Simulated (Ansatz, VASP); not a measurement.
# Two plane-wave programs on SnO2

```xyz
6
Lattice="3.1024 0.0000 0.0000 -1.5512 2.6867 0.0000 0.0000 0.0000 10.1850" Properties=species:S:1:pos:R:3 pbc="T T T"
Sn    0.0000    0.0000    5.0925
Sn    0.0000    0.0000    0.0000
O     1.5512    0.8956    4.0922
O     1.5512    0.8956    1.0003
O     0.0000    1.7911    6.0928
O     0.0000    1.7911    9.1848
```

Alike in both runs: task single point; functional PBE; dispersion D3(BJ); k mesh 12 × 12 × 4; occupations gaussian, width 0.05 eV; no spin polarisation.

|  | VASP | Ansatz |
| --- | --- | --- |
| version | VASP 6.6.1 | Ansatz 0.2.0 |
| potentials or method | VASP PAW PBE potentials, release 64 (Sn_d, O), cutoff 520 eV | scalar-relativistic, plane waves, PAW |
| valence electrons in the cell | 52 | 52 |

|  | VASP | Ansatz | Ansatz less VASP |
| --- | --- | --- | --- |
| gap on the k mesh at the Fermi level (eV) | 2.76 | 2.79 | +0.026 |
| least direct gap on the mesh (eV) | 3.27 | 3.29 | +0.018 |
| pressure (GPa) | 16.0 | 15.3 | -0.73 |
| traceless stress, the component that is largest in VASP (GPa) | -7.83 | -7.39 | +0.439 |
| rms of the force components (eV/Å) | 0.521 | 0.488 | -0.0327 |

Atom by atom the forces differ by 0.033 eV/Å (rms over components).
